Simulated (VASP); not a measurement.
Input of a VASP 6.6.1 run:

Contents of INCAR:

```
SYSTEM = WC
PREC     = Accurate       ! precision mode
ENCUT    = 520            ! plane-wave cutoff, eV
EDIFF    = 1E-6           ! SCF threshold, eV
ISMEAR   = 0              ! smearing method
SIGMA    = 0.15           ! smearing width, eV
LREAL    = .FALSE.        ! projectors in reciprocal space
LASPH    = .TRUE.         ! aspherical terms in the spheres
NELM     = 80             ! most SCF steps
ALGO     = Normal         ! electronic algorithm
ISIF     = 2              ! what is computed and relaxed
LWAVE    = .FALSE.        ! write WAVECAR
LCHARG   = .FALSE.        ! write CHGCAR
GGA      = PS             ! functional
NBANDS   = 16             ! bands
```

The input KPOINTS:

```
Automatic mesh
0
G
  24 24 22
  0 0 0
```

POSCAR

```
WC
1.0
    2.8984136670      0.0000000000      0.0000000000
   -1.4492068335      2.5100998663      0.0000000000
    0.0000000000      0.0000000000      2.6014029513
W C
1 1
Direct
    0.0000000000      0.0000000000      0.0000000000
    0.6666666667      0.3333333333      0.5000000000
```

Potentials or basis: VASP PAW PBE potentials, release 64 (W_sv, C).

Command:

```sh
$ cat potpaw_PBE.64/W_sv/POTCAR potpaw_PBE.64/C/POTCAR > POTCAR
$ mpirun -np 1 vasp_std > vasp.out
```

**Question.** Predict the pressure.

**Answer.** 49.8 GPa.

**Question.** Predict the band gap on the k mesh.

**Answer.** Zero (bands 9 and 10 overlap by 1.75 eV).

Stress tensor (GPa, compression positive):
```
 21.99   0.00   0.00
  0.00  21.99   0.00
  0.00   0.00 105.34
```

Caveat: the cell differs from its parent crystal (strain +0.000 along x and y, -0.080 along z); the stress differs along the axes, from 22 to 105 GPa; the PAW data sets were made with another functional, which shifts forces and pressure a little; spin-orbit coupling is left out, which moves the levels of the heavy elements.
